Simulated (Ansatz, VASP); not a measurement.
# Ga: VASP beside Ansatz

Contents of INCAR:

```
  PREC = Accurate
  ENCUT = 520
  EDIFF = 1E-6
  ISMEAR = -1
  SIGMA = 0.05
  LREAL = F
  LASPH = T
  NELM = 100
  ALGO = Fast
  ISIF = 2
  LWAVE = F
  LCHARG = F
  GGA = PE
  NBANDS = 34
```

The input KPOINTS:

```
Automatic mesh
0
Gamma
  7 7 6
```

POSCAR

```
Ga
1.0
    2.2309354424     -3.7787301403      0.0000000000
    2.2309354424      3.7787301403      0.0000000000
    0.0000000000      0.0000000000      4.4628573697
Ga
4
Direct
    0.3451000000      0.6549000000      0.4190000000
    0.1549000000      0.8451000000      0.9190000000
    0.6549000000      0.3451000000      0.5810000000
    0.8451000000      0.1549000000      0.0810000000
```

Contents of input.yaml:

```yaml
crystal:
  lattice:
    - [2.2309354424, -3.7787301403, 0.0]
    - [2.2309354424, 3.7787301403, 0.0]
    - [0.0, 0.0, 4.4628573697]
  atoms:
    - { symbol: Ga, position: [0.3451, 0.6549, 0.419] }
    - { symbol: Ga, position: [0.1549, 0.8451, 0.919] }
    - { symbol: Ga, position: [0.6549, 0.3451, 0.581] }
    - { symbol: Ga, position: [0.8451, 0.1549, 0.081] }
hamiltonian:
  xc: pbe
  pseudopotentials: { kind: paw }
kpoints:
  mp_grid: { grid: [7, 7, 6] }
scf:
  occupations: { method: fermi_dirac, width: 0.05 }
output:
  forces: true
  stress: true
  eigenvalues: true
  write_density: true
  write_potential: true
  elf: true
  volumetric_format: npy
```

Alike in both runs: task single point; functional PBE; k mesh 7 × 7 × 6; occupations fermi-dirac, width 0.05 eV; no spin polarisation.

|  | VASP | Ansatz |
| --- | --- | --- |
| version | VASP 6.6.1 | Ansatz 0.2.0 |
| potentials or method | VASP PAW PBE potentials, release 64 (Ga_d) | Ansatz PAW |
| plane-wave cutoff (eV) | 520 | 420 |
| valence electrons in the cell | 52 | 52 |

Ansatz gave:

```
gap on the k mesh at the Fermi level (eV)                     : none
pressure (GPa)                                                : 4.5
traceless stress, the component that is largest in VASP (GPa) : -1.20
rms of the force components (eV/Å)                            : 0.063
```

Estimate VASP's values.

gap on the k mesh at the Fermi level (eV): none; pressure (GPa): 4.5; traceless stress, the component that is largest in VASP (GPa): -1.20; rms of the force components (eV/Å): 0.062.

Atom by atom the forces differ by 0.001 eV/Å (rms over components). A gap of «none» marks a metal or a gap that the smearing closes.
